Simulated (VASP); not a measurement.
A run of VASP 6.6.1:

Contents of INCAR:

```
SYSTEM = Re
PREC = Accurate ; ENCUT = 520
EDIFF = 1E-6 ; ISMEAR = -1
SIGMA = 0.1 ; LREAL = .False.
LASPH = .True. ; NELM = 60
ALGO = Normal ; ISIF = 2
LWAVE = .False. ; LCHARG = .False.
GGA = CA ; NBANDS = 14
```

File KPOINTS:

```
Automatic mesh
0
Gamma
  14 14 8
  0 0 0
```

File POSCAR:

```
Re
1.0
    2.7381459522      0.0000000000      0.0000000000
   -1.3690729761      2.3713039539      0.0000000000
    0.0000000000      0.0000000000      4.4169120289
Re
2
Direct
    0.3333333333      0.6666666667      0.2500000000
    0.6666666667      0.3333333333      0.7500000000
```

Potentials or basis: VASP PAW LDA potentials, release 64 (Re).

The run is started by

```sh
$ cat potpaw_LDA.64/Re/POTCAR > POTCAR
$ mpirun -np 1 vasp_std > vasp.out
```

Hardware: 1 thread of Intel(R) Xeon(R) Platinum 8488C (Sapphire Rapids), on a shared host.

Question: Estimate the wall time of this run.

Answer: Run time: 24 s on 1 thread of Intel(R) Xeon(R) Platinum 8488C (Sapphire Rapids), on a shared host, peak memory 0.15 GiB. Counts: scf iterations 11, k points 120.
